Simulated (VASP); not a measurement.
# Si4O7 (a cell with a defect) in VASP: further runs, part 3 of 3

VASP 6.6.1. Earlier steps stand in the parts before.

## 6. Single point, LDA (atom 9 moved -0.125 of the way to it and -0.375 Å across, host rigid)

Input file INCAR:

```
SYSTEM = Si4O7
PREC = Accurate
ENCUT = 520
EDIFF = 1E-6
ISMEAR = 0
SIGMA = 0.05
LREAL = .False.
LASPH = .True.
NELM = 80
ALGO = Normal
ISIF = 2
LWAVE = .False.
LCHARG = .True.
LELF = .True.
LVHAR = .True.
NBANDS = 40
```

Input file KPOINTS:

```
regular mesh
0
Gamma
  6 6 6
  0 0 0
```

Input file POSCAR:

```
Si4O7
1.0
    0.0000000000      4.1548619959     -2.6614337333
    0.0000000000     -4.1548619959     -2.6614337333
   -4.1548619959      0.0000000000      2.6614337333
Si O
4 7
Direct
    0.2500000000      0.7500000000      0.5000000000
    0.7500000000      0.2500000000      0.5000000000
    0.0000000000      0.0000000000      1.0000000000
    0.5000000000      0.5000000000      1.0000000000
    1.0000000000      0.3055647994      0.3055647994
    0.5555647994      0.7500000000      0.8055647994
    0.0555647994      0.2500000000      0.8055647994
    0.0000000000      0.6944352006      0.6944352006
    0.4361795787      0.2430440008      0.6792235795
    0.9444352006      0.7500000000      0.1944352006
    0.4444352006      0.2500000000      0.1944352006
```

Potentials or basis: VASP PAW LDA potentials, release 64 (Si, O).

Started as:

```
cat potpaw_LDA.64/Si/POTCAR potpaw_LDA.64/O/POTCAR > POTCAR
mpirun -np 1 vasp_std > vasp.out
```

OUTCAR:

```text
SYSTEM = Si4O7
   PREC = Accurate
   ENCUT = 520
   EDIFF = 1E-6
   ISMEAR = 0
   LREAL = .False.
   LASPH = .True.
   NELM = 80
   ISIF = 2

 ion  position               nearest neighbor table
   1  0.250  0.750  0.500-   5 1.75   8 1.75   6 1.80  10 1.80   9 1.99   2 2.66   2 2.66
   2  0.750  0.250  0.500-   5 1.75   8 1.75   7 1.80  11 1.80   9 1.99   1 2.66   1 2.66
   3  0.000  0.000  0.000-   6 1.75   7 1.75  10 1.75  11 1.75   5 1.80   8 1.80   4 2.66   4 2.66

   4  0.500  0.500  0.000-   9 1.56   7 1.75   6 1.75  10 1.75  11 1.75   3 2.66   3 2.66
   5  0.000  0.306  0.306-   1 1.75   2 1.75   3 1.80
   6  0.556  0.750  0.806-   3 1.75   4 1.75   1 1.80
   7  0.056  0.250  0.806-   3 1.75   4 1.75   2 1.80
   8  0.000  0.694  0.694-   1 1.75   2 1.75   3 1.80
   9  0.436  0.243  0.679-   4 1.56   2 1.99   1 1.99
  10  0.944  0.750  0.194-   3 1.75   4 1.75   1 1.80
  11  0.444  0.250  0.194-   3 1.75   4 1.75   2 1.80

  LATTYP: Found a body centered tetragonal cell.
 ALAT       =     5.8758621844
 C/A-ratio  =     0.9058870511

  Lattice vectors:

 A1 = (   0.0000000000,   4.1548619959,  -2.6614337333)
 A2 = (   0.0000000000,  -4.1548619959,  -2.6614337333)
 A3 = (  -4.1548619959,   0.0000000000,   2.6614337333)

Analysis of symmetry for initial positions (statically):
=====================================================================
 Subroutine PRICEL returns:
 Original cell was already a primitive cell.

 Routine SETGRP: Setting up the symmetry group for a
 body centered tetragonal supercell.

 Subroutine GETGRP returns: Found  2 space group operations
 (whereof  2 operations were pure point group operations)
 out of a pool of 16 trial point group operations.

The static configuration has the point symmetry C_1h.

Analysis of symmetry for dynamics (positions and initial velocities):
=====================================================================
 Subroutine PRICEL returns:
 Original cell was already a primitive cell.

 Routine SETGRP: Setting up the symmetry group for a
 body centered tetragonal supercell.

 Subroutine GETGRP returns: Found  2 space group operations
 (whereof  2 operations were pure point group operations)
 out of a pool of 16 trial point group operations.

The dynamic configuration has the point symmetry C_1h.

 Subroutine INISYM returns: Found  2 space group operations
 (whereof  2 operations are pure point group operations),
 and found     1 'primitive' translations

----------------------------------------------------------------------------------------

                                     Primitive cell

  volume of cell :      91.8880

  direct lattice vectors                    reciprocal lattice vectors
     0.000000000  4.154861996 -2.661433733    -0.120340940  0.120340940 -0.187868664
     0.000000000 -4.154861996 -2.661433733    -0.120340940 -0.120340940 -0.187868664
    -4.154861996  0.000000000  2.661433733    -0.240681881  0.000000000  0.000000000

  length of vectors
     4.934177512  4.934177512  4.934177512     0.253492641  0.253492641  0.240681881

  position of ions in fractional coordinates (direct lattice)
     0.250000000  0.750000000  0.500000000
     0.750000000  0.250000000  0.500000000
     0.000000000  0.000000000  0.000000000
[... 55 lines left out ...]
  0.333333  0.000000 -0.333333      4.000000
  0.500000  0.000000 -0.000000      2.000000
[... 16 lines left out ...]
  0.000000  0.000000  0.166667      2.000000
  0.333333  0.333333 -0.000000      4.000000
 [... further k-points ...]
   k-points           NKPTS =     68   k-points in BZ     NKDIM =     68   number of bands    NBANDS=     40
   number of dos      NEDOS =    301   number of ions     NIONS =     11
   total plane-waves  NPLWV =  64000
   dimension x,y,z NGX =    40 NGY =   40 NGZ =   40
   dimension x,y,z NGXF=    80 NGYF=   80 NGZF=   80
   ions per type =               4   7
   NGX,Y,Z   is equivalent  to a cutoff of  13.48, 13.48, 13.48 a.u.
   NGXF,Y,Z  is equivalent  to a cutoff of  26.95, 26.95, 26.95 a.u.
 SYSTEM =  Si4O7
   PREC   = accura    normal or accurate (medium, high low for compatibility)
   ISTART =      0    job   : 0-new  1-cont  2-samecut
   ICHARG =      2    charge: 1-file 2-atom 10-const
   ISPIN  =      1    spin polarized calculation?
   LNONCOLLINEAR =      F non collinear calculations
   LSORBIT =      F    spin-orbit coupling
   LASPH  =      T    aspherical Exc in radial PAW
   ENCUT  =  520.0 eV  38.22 Ry    6.18 a.u.   9.17  9.17  9.17*2*pi/ulx,y,z
   NELM   =     80;   NELMIN=  2; NELMDL= -5     # of ELM steps
   EDIFF  = 0.1E-05   stopping-criterion for ELM
   LREAL  =      F    real-space projection
   EDIFFG = 0.1E-04   stopping-criterion for IOM
   NSW    =      0    number of steps for IOM
   IBRION =     -1    ionic relax: 0-MD 1-quasi-New 2-CG
   NFREE  =      0    steps in history (QN), initial steepest desc. (CG)
   ISIF   =      2    stress and relaxation
   ISYM   =      2    0-nonsym 1-usesym 2-fastsym
   POTIM  = 0.5000    time-step for ionic-motion
   TEBEG  =    0.0;   TEEND  =   0.0 temperature during run
   PSTRESS=    0.0 pullay stress
   NELECT =      58.0000    total number of electrons
   NUPDOWN=      -1.0000    fix difference up-down
   EMIN   =  10.00;   EMAX   =-10.00  energy-range for DOS
   EFERMI =   0.00;   METHOD = LEGACY
   ISMEAR =     0;   SIGMA  =   0.05  broadening in eV -4-tet -1-fermi 0-gaus
   EFERMI_NEDOS =   21; number of points for ismear=-14 and -15
   IALGO  =     38    algorithm
   IMIX   =      4    mixing-type and parameters
     AMIX     =   0.40;   BMIX     =  1.00
     AMIX_MAG =   1.60;   BMIX_MAG =  1.00
  volume/ion in A,a.u.               =       8.35        56.37
  Fermi-wavevector in a.u.,A,eV,Ry     =   1.404315  2.653771 26.832059  1.972101
  Thomas-Fermi vector in A             =   2.526889
   LORBIT       =      0    0 simple, 1 ext, 2 COOP (PROOUT), +10 PAW based schemes
   GGA     = CA    functional components
   LHFCALC =     F    Hartree Fock is set to
   AEXX    =    0.0000 exact exchange contribution
   IVDW    =     0    specifies the selected vdW correction
   LEPSILON=     F    determine dielectric tensor
   LRPA    =     F    only Hartree local field effects (RPA)
 non-spin polarized calculation
 Gauss-broadening in eV      SIGMA  =   0.05
  energy-cutoff  :      520.00
  volume of cell :       91.89
 maximum number of plane-waves:      2502
 NGX is ok and might be reduce to    40
   NGX = 19   NGY = 19   NGZ = 19

 number of electron      58.0000007 magnetization

 Free energy of the ion-electron system (eV)
  ---------------------------------------------------
  ext. energy  EPLUGINS =         0.00000000
  ---------------------------------------------------
  free energy    TOTEN  =       -89.74741211 eV

  energy without entropy =      -89.74741211  energy(sigma->0) =      -89.74741211

 E-fermi :   9.1690     XC(G=0): -12.3944

 val. band max:        8.9289922385   @ k =   0.5000  -0.3333   0.3333
 cond. band min:      11.0421010931   @ k =   0.5000   0.0000   0.5000
 fundamental gap:      2.1131088546
 Fermi energy:         9.1690279988

 k-point     1 :       0.0000    0.0000    0.0000
  band No.  band energies     occupation
      1     -14.6486      2.00000
      2     -11.8368      2.00000
      3     -11.4847      2.00000
      4     -11.2195      2.00000
      5     -10.8929      2.00000
      6     -10.6195      2.00000
[... 1021 lines left out ...]
     39      18.7564      0.00000
     40      19.1772      0.00000

 [... further k-points ...]
[... 5 lines left out ...]
  --------------------------------------------------------------------------------------
  -------------------------------------------------------------------------------------
  Total        5.6171423      1.7536923     -0.8219691      2.3504162      0.0000000      0.0000000
  in kB       97.9415905     30.5777206    -14.3320132     40.9823157      0.0000000      0.0000000
  external PRESSURE =      38.0624327 kB  Pullay stress =       0.0000000 kB

 VOLUME and BASIS-vectors are now :
 -----------------------------------------------------------------------------
  energy-cutoff  :      520.00
  volume of cell :       91.89
      direct lattice vectors                 reciprocal lattice vectors
     0.000000000  4.154861996 -2.661433733    -0.120340940  0.120340940 -0.187868664
     0.000000000 -4.154861996 -2.661433733    -0.120340940 -0.120340940 -0.187868664
    -4.154861996  0.000000000  2.661433733    -0.240681881  0.000000000  0.000000000

 POSITION                                       TOTAL-FORCE (eV/Angst)
 -----------------------------------------------------------------------------------
     -2.07743     -2.07743     -1.33072        -0.250812     -0.727129     -1.826949
     -2.07743      2.07743     -1.33072        -0.250812     -0.727129      1.826949
      0.00000      0.00000      0.00000        -0.069469     -0.217683      0.000000
      0.00000      0.00000     -2.66143        -2.340098     -1.441739     -0.000000
     -1.26958     -1.26958      0.00000         0.342620     -0.056289      0.000000
     -3.34701     -0.80785     -1.33072        -0.710185     -2.347294     -1.751652
     -3.34701     -0.80785      1.33072        -0.710185     -2.347294      1.751652
     -2.88528     -2.88528      0.00000        -0.107218     -0.058287      0.000000
     -2.82208      0.80245      0.00000         3.906944      8.254351      0.000000
     -0.80785      0.80785     -3.99215         0.094608     -0.165754      0.296807
     -0.80785      0.80785     -1.33072         0.094608     -0.165754     -0.296807
 -----------------------------------------------------------------------------------
    total drift:                               -0.000771     -0.000472      0.000001

  FREE ENERGIE OF THE ION-ELECTRON SYSTEM (eV)
  ---------------------------------------------------
  free  energy   TOTEN  =       -89.7474121113 eV

  energy  without entropy=      -89.7474121113  energy(sigma->0) =      -89.74741211
```

Run time: 3.2 min. Hardware: 1 thread of Intel Xeon Platinum 8488C (Sapphire Rapids), shared host; peak memory 0.3 GiB.

What came out:

```
Free energy            : -89.7474 eV
Pressure               : 3.8 GPa
Largest force          : 9.132 eV/Å
Band gap on the k mesh : 2.11 eV
```

Forces on the atoms (eV/Å):
```
Si  -0.251 -0.727 -1.827
Si  -0.251 -0.727  1.827
Si  -0.069 -0.218  0.000
Si  -2.340 -1.442  0.000
O    0.343 -0.056  0.000
O   -0.710 -2.347 -1.752
O   -0.710 -2.347  1.752
O   -0.107 -0.058  0.000
O    3.907  8.254  0.000
O    0.095 -0.166  0.297
O    0.095 -0.166 -0.297
```

Caveat: the cell differs from its parent crystal (atom 9 moved -0.125 of the way to it and -0.375 Å across, host rigid).
